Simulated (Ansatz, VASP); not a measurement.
**Two plane-wave programs on LaSb**

```
La Sb
1.0
     0.00000    2.48667    2.48667
     2.48667    0.00000    2.48667
     2.48667    2.48667    0.00000
La Sb
1 1
Cartesian
  0.0000 0.0000 0.0000
  2.4867 2.4867 2.4867
```

Change from the starting cell: volume scaled by 0.45, PAW files.

Alike in both runs: task electric field gradients; functional LDA; k mesh 10 × 10 × 10; occupations fermi-dirac, width 0.05 eV; no spin polarisation.

|  | VASP | Ansatz |
| --- | --- | --- |
| version | VASP 6.6.1 | Ansatz 0.2.0 |
| potentials or method | VASP PAW LDA potentials, release 64 (La, Sb) | PAW with Ansatz's default frozen-core files, scalar-relativistic |
| plane-wave cutoff (eV) | 520 | 420 |
| valence electrons in the cell | 16 | 26 |

|  | VASP | Ansatz | Ansatz less VASP |
| --- | --- | --- | --- |
| pressure (GPa) | 202.3 | 200.0 | -2.29 |

LDA's correlation is that of Perdew and Zunger in VASP and of Perdew and Wang (1992) in Ansatz. Both programs put the cell under a high pressure, so it lies far from rest at this level. VASP's potentials hold 16 valence electrons a cell and Ansatz's 26, so a difference there can come from the potentials and not from the codes.

Neither program's run includes spin-orbit coupling. Noted on VASP's run: the cell as given lies far from equilibrium.
